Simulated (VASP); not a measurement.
# La3N (Fm-3m) in VASP: a series of runs

La3N is run at these levels: PBE; tasks: single point, relaxation of cell and atoms.

Everything below comes from runs of VASP 6.6.1. Logs are shortened: lines on timing, memory, paths and dates and some standing lists are left out, and cuts for length are marked.

## (1) The cell of the first run

The structure is cubic, space group Fm-3m (No. 225). Conventional cell: a = 7.196 Å, b = 7.196 Å, c = 7.196 Å, α = 90.00°, β = 90.00°, γ = 90.00°. Within 4.1 Å of La (site symmetry -43m) lie 10 La at 3.12 to 3.60 Å and 4 N at 3.12 Å. La (site symmetry m-3m) has 8 La at 3.12 Å and 6 N at 3.60 Å within 4.1 Å. Within 4.1 Å of N (site symmetry m-3m) lie 14 La at 3.12 to 3.60 Å.

The cell was generated, and may not be a known phase.

## (2) Single point, PBE

The input, INCAR:

```
SYSTEM = La3N
  PREC = Accurate
  ENCUT = 520
  EDIFF = 1E-6
  ISMEAR = 0
  SIGMA = 0.1
  LREAL = .False.
  LASPH = .True.
  NELM = 80
  ALGO = Normal
  ISIF = 2
  LWAVE = .False.
  LCHARG = .False.
  GGA = PE
  NBANDS = 27
```

The input, KPOINTS:

```
Automatic mesh
0
Gamma
  4 4 4
  0 0 0
```

The input, POSCAR:

```
La3N
1.0
    0.0000000000      3.5977740849      3.5977740849
    3.5977740849      0.0000000000      3.5977740849
    3.5977740849      3.5977740849      0.0000000000
La N
3 1
Direct
    0.2500000000      0.2500000000      0.2500000000
    0.7500000000      0.7500000000      0.7500000000
    0.5000000000      0.5000000000      0.5000000000
    0.0000000000      0.0000000000      0.0000000000
```

Potentials or basis: VASP PAW PBE potentials, release 64 (La, N).

Run with:

```bash
$ cat potpaw_PBE.64/La/POTCAR potpaw_PBE.64/N/POTCAR > POTCAR
$ mpirun -np 1 vasp_std > vasp.out
```

OUTCAR:

```text
SYSTEM = La3N
   PREC = Accurate
   ENCUT = 520
   EDIFF = 1E-6
   ISMEAR = 0
   LREAL = .False.
   LASPH = .True.
   NELM = 80
   ISIF = 2
   GGA = PE

 ion  position               nearest neighbor table
   1  0.250  0.250  0.250-   3 3.12   3 3.12   3 3.12   3 3.12   2 3.60   2 3.60   2 3.60   2 3.60
                             2 3.60   2 3.60
   2  0.750  0.750  0.750-   3 3.12   3 3.12   3 3.12   3 3.12   1 3.60   1 3.60   1 3.60   1 3.60
                             1 3.60   1 3.60
   3  0.500  0.500  0.500-   1 3.12   1 3.12   1 3.12   1 3.12   2 3.12   2 3.12   2 3.12   2 3.12

   4  0.000  0.000  0.000-

  LATTYP: Found a face centered cubic cell.
 ALAT       =     7.1955481698

  Lattice vectors:

 A1 = (   0.0000000000,   3.5977740849,   3.5977740849)
 A2 = (   3.5977740849,   0.0000000000,   3.5977740849)
 A3 = (   3.5977740849,   3.5977740849,   0.0000000000)

Analysis of symmetry for initial positions (statically):
=====================================================================
 Subroutine PRICEL returns:
 Original cell was already a primitive cell.

 Routine SETGRP: Setting up the symmetry group for a
 face centered cubic supercell.

 Subroutine GETGRP returns: Found 48 space group operations
 (whereof 48 operations were pure point group operations)
 out of a pool of 48 trial point group operations.

The static configuration has the point symmetry O_h .

Analysis of symmetry for dynamics (positions and initial velocities):
=====================================================================
 Subroutine PRICEL returns:
 Original cell was already a primitive cell.

 Routine SETGRP: Setting up the symmetry group for a
 face centered cubic supercell.

 Subroutine GETGRP returns: Found 48 space group operations
 (whereof 48 operations were pure point group operations)
 out of a pool of 48 trial point group operations.

The dynamic configuration has the point symmetry O_h .

 Subroutine INISYM returns: Found 48 space group operations
 (whereof 48 operations are pure point group operations),
 and found     1 'primitive' translations

----------------------------------------------------------------------------------------

                                     Primitive cell

  volume of cell :      93.1390

  direct lattice vectors                    reciprocal lattice vectors
     0.000000000  3.597774085  3.597774085    -0.138974818  0.138974818  0.138974818
     3.597774085  0.000000000  3.597774085     0.138974818 -0.138974818  0.138974818
     3.597774085  3.597774085  0.000000000     0.138974818  0.138974818 -0.138974818

  length of vectors
     5.088020905  5.088020905  5.088020905     0.240711446  0.240711446  0.240711446

  position of ions in fractional coordinates (direct lattice)
     0.250000000  0.250000000  0.250000000
     0.750000000  0.750000000  0.750000000
     0.500000000  0.500000000  0.500000000
     0.000000000  0.000000000  0.000000000

  ion indices of the primitive-cell ions
   primitive index   ion index
                 1           1
                 2           2
                 3           3
                 4           4

----------------------------------------------------------------------------------------

 KPOINTS: Automatic mesh

Automatic generation of k-mesh.
 Grid dimensions read from file:
 generate k-points for:    4    4    4

 Generating k-lattice:

  Cartesian coordinates                     Fractional coordinates (reciprocal lattice)
    -0.034743705  0.034743705  0.034743705     0.250000000  0.000000000  0.000000000
     0.034743705 -0.034743705  0.034743705     0.000000000  0.250000000  0.000000000
     0.034743705  0.034743705 -0.034743705     0.000000000  0.000000000  0.250000000

  Length of vectors
     0.060177862  0.060177862  0.060177862

  Shift w.r.t. Gamma in fractional coordinates (k-lattice)
     0.000000000  0.000000000  0.000000000

 Subroutine IBZKPT returns following result:
 ===========================================

 Found      8 irreducible k-points:

 Following reciprocal coordinates:
[... 47 lines left out ...]
[... 19 lines left out ...]
     26      11.9790      0.00000
     27      12.4743      0.00000

 k-point     2 :       0.2500    0.0000    0.0000
  band No.  band energies     occupation
      1     -22.8568      2.00000
      2     -22.1184      2.00000
      3     -21.8523      2.00000
      4      -7.4016      2.00000
      5      -7.3768      2.00000
      6      -7.3768      2.00000
[... 19 lines left out ...]
     26      11.9194      0.00000
     27      12.2925      0.00000

 k-point     3 :       0.5000    0.0000    0.0000
  band No.  band energies     occupation
      1     -22.6383      2.00000
      2     -22.2453      2.00000
      3     -21.9750      2.00000
      4      -7.5268      2.00000
      5      -7.5268      2.00000
      6      -7.3676      2.00000
[... 19 lines left out ...]
     26      11.9987      0.00000
     27      12.0018      0.00000

 k-point     4 :       0.2500    0.2500    0.0000
  band No.  band energies     occupation
      1     -22.8063      2.00000
      2     -22.1218      2.00000
      3     -21.9086      2.00000
      4      -7.6764      2.00000
      5      -7.6764      2.00000
      6      -7.0370      2.00000
[... 19 lines left out ...]
     26      11.7841      0.00000
     27      12.0294      0.00000

 k-point     5 :       0.5000    0.2500    0.0000
  band No.  band energies     occupation
      1     -22.5643      2.00000
      2     -22.2153      2.00000
      3     -22.0876      2.00000
      4      -7.7880      2.00000
      5      -7.7814      2.00000
      6      -7.1134      2.00000
[... 19 lines left out ...]
     26      11.8600      0.00000
     27      12.0670      0.00000

 k-point     6 :      -0.2500    0.2500    0.0000
  band No.  band energies     occupation
      1     -22.6609      2.00000
      2     -22.1816      2.00000
      3     -22.0153      2.00000
      4      -7.6421      2.00000
      5      -7.5520      2.00000
      6      -7.4137      2.00000
[... 19 lines left out ...]
     26      11.9396      0.00000
     27      12.1148      0.00000

 k-point     7 :       0.5000    0.5000    0.0000
  band No.  band energies     occupation
      1     -22.3969      2.00000
      2     -22.3019      2.00000
      3     -22.1765      2.00000
      4      -7.9782      2.00000
      5      -7.9782      2.00000
      6      -6.8791      2.00000
[... 19 lines left out ...]
     26      12.2279      0.00000
     27      12.2368      0.00000

 k-point     8 :      -0.2500    0.5000    0.2500
  band No.  band energies     occupation
      1     -22.3969      2.00000
      2     -22.2400      2.00000
      3     -22.2400      2.00000
      4      -8.0592      2.00000
      5      -7.3559      2.00000
      6      -7.3559      2.00000
[... 19 lines left out ...]
     26      11.8668      0.00000
     27      12.1884      0.00000

------------------------ aborting loop because EDIFF is reached ----------------------------------------

  FORCE on cell =-STRESS in cart. coord.  units (eV):
  Direction    XX          YY          ZZ          XY          YZ          ZX
  --------------------------------------------------------------------------------------
  -------------------------------------------------------------------------------------
  Total       -0.0165285     -0.0165285     -0.0165285      0.0000000     -0.0000000      0.0000000
  in kB       -0.2843231     -0.2843231     -0.2843231      0.0000000     -0.0000000      0.0000000
  external PRESSURE =      -0.2843231 kB  Pullay stress =       0.0000000 kB

 VOLUME and BASIS-vectors are now :
 -----------------------------------------------------------------------------
  energy-cutoff  :      520.00
  volume of cell :       93.14
      direct lattice vectors                 reciprocal lattice vectors
     0.000000000  3.597774085  3.597774085    -0.138974818  0.138974818  0.138974818
     3.597774085  0.000000000  3.597774085     0.138974818 -0.138974818  0.138974818
     3.597774085  3.597774085  0.000000000     0.138974818  0.138974818 -0.138974818

 POSITION                                       TOTAL-FORCE (eV/Angst)
 -----------------------------------------------------------------------------------
      1.79889      1.79889      1.79889         0.000000      0.000000      0.000000
      5.39666      5.39666      5.39666        -0.000000     -0.000000     -0.000000
      3.59777      3.59777      3.59777         0.000000     -0.000000     -0.000000
      0.00000      0.00000      0.00000         0.000000     -0.000000     -0.000000
 -----------------------------------------------------------------------------------
    total drift:                               -0.000000      0.000000      0.000000

  FREE ENERGIE OF THE ION-ELECTRON SYSTEM (eV)
  ---------------------------------------------------
  free  energy   TOTEN  =       -20.1939607700 eV

  energy  without entropy=      -20.1744639091  energy(sigma->0) =      -20.18421234
```

Run time: 96 s. Hardware: 1 thread of Intel Xeon 8259CL, shared host; peak memory 0.25 GiB.

Results:

| Quantity | Value |
| --- | --- |
| Free energy | -20.1940 eV |
| Pressure | 0.0 GPa |
| Band gap on the k mesh | zero (bands 19 and 20 overlap by 0.38 eV) |

Caveat: the k points lie up to 0.38 Å⁻¹ apart; spin-orbit coupling is left out, which moves the levels of the heavy elements.

## (3) Single point, PBE

This run uses another cell than the first one, of 29.98 Å³/atom.

The input, INCAR:

```
PREC = Accurate ; ENCUT = 520
EDIFF = 1E-6 ; ISMEAR = 0
SIGMA = 0.1 ; LREAL = False
LASPH = True ; NELM = 100
ALGO = Normal ; ISIF = 2
LWAVE = False ; LCHARG = False
GGA = PE ; NBANDS = 27
```

The input, KPOINTS:

```
Automatic mesh
0
Gamma
  4 4 4
```

The input, POSCAR:

```
La3N
1.0
    0.0000000000      3.9140068300      3.9140068300
    3.9140068300      0.0000000000      3.9140068300
    3.9140068300      3.9140068300      0.0000000000
La N
3 1
Direct
    0.2500000000      0.2500000000      0.2500000000
    0.7500000000      0.7500000000      0.7500000000
    0.5000000000      0.5000000000      0.5000000000
    0.0000000000      0.0000000000      0.0000000000
```

Potentials or basis: VASP PAW PBE potentials, release 64 (La, N).

Run with:

```bash
$ cat potpaw_PBE.64/La/POTCAR potpaw_PBE.64/N/POTCAR > POTCAR
$ mpirun -np 1 vasp_std > vasp.out
```

It took 1.9 min on 1 thread of Intel Xeon 8259CL, shared host; peak memory 0.26 GiB.

It converged, with:

```yaml
Free_energy: -19.4686 eV
Pressure: -6.4 GPa
Band_gap_on_the_k_mesh: zero (bands 19 and 20 overlap by 0.17 eV)
```

Levels at points of the mesh, in eV from the Fermi level:
```csv
k point,band 15,band 16,band 17,band 18,band 19,band 20,band 21,band 22,band 23,band 24
"(0.00, 0.00, 0.00)",-1.87,-1.87,-1.59,-1.48,-1.48,1.08,1.08,1.08,1.55,1.55
"(0.50, 0.00, 0.00)",-2.05,-2.05,-0.21,0.10,0.10,0.73,0.73,0.84,0.96,0.96
"(0.50, 0.50, 0.00)",-1.42,-1.42,-1.29,-0.87,-0.32,0.01,0.01,0.59,1.36,1.45
```

Caveat: the cell stands under tension; spin-orbit coupling is left out, which moves the levels of the heavy elements.

## (4) Relaxation of cell and atoms, PBE

This run uses another cell than the first one, of 29.98 Å³/atom.

The input, INCAR:

```
SYSTEM = La3N
ALGO     = Normal         ! electronic algorithm
EDIFF    = 1E-6           ! SCF threshold, eV
EDIFFG   = -0.04          ! ionic threshold
ENCUT    = 600            ! plane-wave cutoff, eV
GGA      = PE             ! functional
IBRION   = 2              ! ionic algorithm
ISIF     = 3              ! what is computed and relaxed
ISMEAR   = 0              ! smearing method
LASPH    = .TRUE.         ! aspherical terms in the spheres
LCHARG   = .FALSE.        ! write CHGCAR
LREAL    = .FALSE.        ! projectors in reciprocal space
LWAVE    = .FALSE.        ! write WAVECAR
NELM     = 80             ! most SCF steps
NSW      = 90             ! ionic steps
PREC     = Accurate       ! precision mode
SIGMA    = 0.1            ! smearing width, eV
```

The input, KPOINTS:

```
k-points
0
G
  4 4 4
  0 0 0
```

POSCAR is that of step 3.

Run with:

```bash
$ cat potpaw_PBE.64/La/POTCAR potpaw_PBE.64/N/POTCAR > POTCAR
$ mpirun -np 1 vasp_std > vasp.out
```

Wall time 6.4 min (1 thread of Intel Xeon 8259CL, shared host); peak memory 0.35 GiB.

Results (log left out):

```yaml
Free_energy: -20.2077 eV
Relaxed_volume: 23.24 Å³/atom
Relaxed_cell: a = 5.085 Å, b = 5.085 Å, c = 5.085 Å, α = 60.00°, β = 60.00°, γ = 60.00°
Space_group_after_relaxing_to_0.1_Å: Fm-3m (No. 225)
Energy_gained_by_relaxing: 184.0 meV/atom
Ionic_steps: 3
Pressure_after_relaxing: 0.0 GPa
Band_gap_on_the_k_mesh: zero (bands 19 and 20 overlap by 0.39 eV)
```

The path:
```csv
step,energy change (eV),largest force (eV/Å),pressure (GPa),volume (Å³)
1,0.0000,0.0000,-6.38,119.92
2,-0.6501,0.0000,-3.43,100.37
3,-0.7358,0.0000,0.04,92.95
```

Final structure:
```
La N
1.0
     0.00000    3.59530    3.59530
     3.59530    0.00000    3.59530
     3.59530    3.59530    0.00000
La N
3 1
Cartesian
  1.7977 1.7977 1.7977
  5.3930 5.3930 5.3930
  3.5953 3.5953 3.5953
  0.0000 0.0000 0.0000
```

Levels at points of the mesh, in eV from the Fermi level:
```
           k point  band 15  band 16  band 17  band 18  band 19  band 20  band 21  band 22  band 23
(0.00, 0.00, 0.00)    -2.68    -2.68    -2.46    -2.46    -0.58     1.59     1.61     1.61     1.61
(0.50, 0.00, 0.00)    -3.03    -2.48    -0.45     0.08     0.08     0.48     0.48     0.86     0.89
(0.50, 0.50, 0.00)    -2.09    -2.09    -1.72    -1.21    -1.02    -0.30    -0.30     0.11     1.51
```

Caveat: the volume moved by over 15 % at a fixed basis, so the end points are rough; spin-orbit coupling is left out, which moves the levels of the heavy elements.

## (5) Single point, PBE

This run uses another cell than the first one, of 23.23 Å³/atom.

The input, INCAR:

```
PREC = Accurate
ENCUT = 520
EDIFF = 1E-6
ISMEAR = 0
SIGMA = 0.1
LREAL = F
LASPH = T
NELM = 100
ALGO = Normal
ISIF = 2
LWAVE = F
LCHARG = F
GGA = PE
NBANDS = 27
```

The input, KPOINTS:

```
Automatic mesh
0
Gamma
  12 12 12
```

The input, POSCAR:

```
La3N
1.0
    0.0000000000      3.5951702350      3.5951702350
    3.5951702350      0.0000000000      3.5951702350
    3.5951702350      3.5951702350      0.0000000000
La N
3 1
Direct
    0.2500000000      0.2500000000      0.2500000000
    0.7500000000      0.7500000000      0.7500000000
    0.5000000000      0.5000000000      0.5000000000
    0.0000000000      0.0000000000      0.0000000000
```

Run with:

```bash
$ cat potpaw_PBE.64/La/POTCAR potpaw_PBE.64/N/POTCAR > POTCAR
$ mpirun -np 1 vasp_std > vasp.out
```

Run time: 8.4 min. Hardware: 1 thread of Intel Xeon 8259CL, shared host; peak memory 0.36 GiB.

Results (log left out):

| Item | Value |
| --- | --- |
| Free energy | -20.0757 eV |
| Pressure | 0.0 GPa |
| Band gap on the k mesh | zero (bands 19 and 20 overlap by 0.73 eV) |

Levels at points of the mesh, in eV from the Fermi level:
```
           k point  band 17  band 18  band 19  band 20  band 21  band 22
(0.00, 0.00, 0.00)    -2.35    -2.35    -0.47     1.70     1.70     1.70
(0.50, 0.00, 0.00)    -0.35     0.19     0.19     0.59     0.59     0.97
(0.50, 0.50, 0.00)    -1.62    -1.10    -0.91    -0.20    -0.20     0.21
```

Caveat: spin-orbit coupling is left out, which moves the levels of the heavy elements.

## (6) Relaxation of cell and atoms, PBE

The input, INCAR:

```
SYSTEM = La3N
PREC = Accurate
ENCUT = 600
EDIFF = 1E-6
ISMEAR = 0
SIGMA = 0.1
LREAL = .False.
LASPH = .True.
NELM = 60
ALGO = Normal
ISIF = 3
LWAVE = .False.
LCHARG = .False.
GGA = PE
IBRION = 2
NSW = 100
EDIFFG = -0.01
```

The input, KPOINTS:

```
Automatic mesh
0
Gamma
  12 12 12
  0 0 0
```

The input, POSCAR:

```
La3N
1.0
    0.0000000000      3.5977740849      3.5977740849
    3.5977740849      0.0000000000      3.5977740849
    3.5977740849      3.5977740849      0.0000000000
La N
3 1
Direct
    0.2500000000      0.2500000000      0.2500000000
    0.7500000000      0.7500000000      0.7500000000
    0.5000000000      0.5000000000      0.5000000000
    0.0000000000      0.0000000000      0.0000000000
```

Potentials or basis: VASP PAW PBE potentials, release 64 (La, N).

Run with:

```bash
$ cat potpaw_PBE.64/La/POTCAR potpaw_PBE.64/N/POTCAR > POTCAR
$ mpirun -np 1 vasp_std > vasp.out
```

It took 17 min on 1 thread of Intel Xeon 8259CL, shared host; peak memory 0.42 GiB.

It converged, with:

```
Free energy                           : -20.0791 eV
Relaxed volume                        : 23.21 Å³/atom
Relaxed cell                          : a = 5.082 Å, b = 5.082 Å, c = 5.082 Å, α = 60.00°, β = 60.00°, γ = 60.00°
Space group after relaxing (to 0.1 Å) : Fm-3m (No. 225)
Energy gained by relaxing             : 0.0 meV/atom
Ionic steps                           : 2
Pressure after relaxing               : 0.0 GPa
Band gap on the k mesh                : zero (bands 19 and 20 overlap by 0.74 eV)
```

The path:
| step | energy change (eV) | largest force (eV/Å) | pressure (GPa) | volume (Å³) |
| --- | --- | --- | --- | --- |
| 1 | 0.0000 | 0.0000 | -0.16 | 93.14 |
| 2 | -0.0001 | 0.0000 | 0.02 | 92.82 |

Final structure:
```
CELL_PARAMETERS angstrom
0.00000 3.59367 3.59367
3.59367 0.00000 3.59367
3.59367 3.59367 0.00000
ATOMIC_POSITIONS crystal
La 0.25000 0.25000 0.25000
La 0.75000 0.75000 0.75000
La 0.50000 0.50000 0.50000
N 0.00000 0.00000 0.00000
```

Levels at points of the mesh, in eV from the Fermi level:
```csv
k point,band 17,band 18,band 19,band 20,band 21,band 22
"(0.00, 0.00, 0.00)",-2.36,-2.36,-0.47,1.70,1.70,1.70
"(0.50, 0.00, 0.00)",-0.35,0.19,0.19,0.59,0.59,0.97
"(0.50, 0.50, 0.00)",-1.62,-1.11,-0.91,-0.20,-0.20,0.20
```

Caveat: spin-orbit coupling is left out, which moves the levels of the heavy elements.

## (7) Summary

```csv
task,cell,k mesh,cutoff (eV),gap on the mesh (eV),pressure (GPa),relaxed volume (Å³/atom)
single point,"a = 5.088 Å, angles 60.0°, 4 atoms",4 × 4 × 4,520,none,0.0,-
single point,"a = 5.535 Å, angles 60.0°, 4 atoms",4 × 4 × 4,520,none,-6.4,-
relaxation of cell and atoms,"relaxed from a = 5.535 Å, angles 60.0°, 4 atoms",4 × 4 × 4,600,none,0.0,23.24
single point,"a = 5.084 Å, angles 60.0°, 4 atoms",12 × 12 × 12,520,none,0.0,-
relaxation of cell and atoms,"relaxed from a = 5.088 Å, angles 60.0°, 4 atoms",12 × 12 × 12,600,none,0.0,23.21
```

Alike in all rows: level PBE; potentials or basis VASP PAW PBE potentials, release 64 (La, N); no spin polarisation; smearing gaussian 0.1 eV.

Caveats: some runs use coarse meshes; spin-orbit coupling is left out, which moves the levels of the heavy elements; the cell stands under tension (at least some runs); the volume moved by over 15 % at a fixed basis, so the end points are rough (at least some runs).

Total energies depend on the potentials used, so only differences within one code and one set of settings carry meaning.
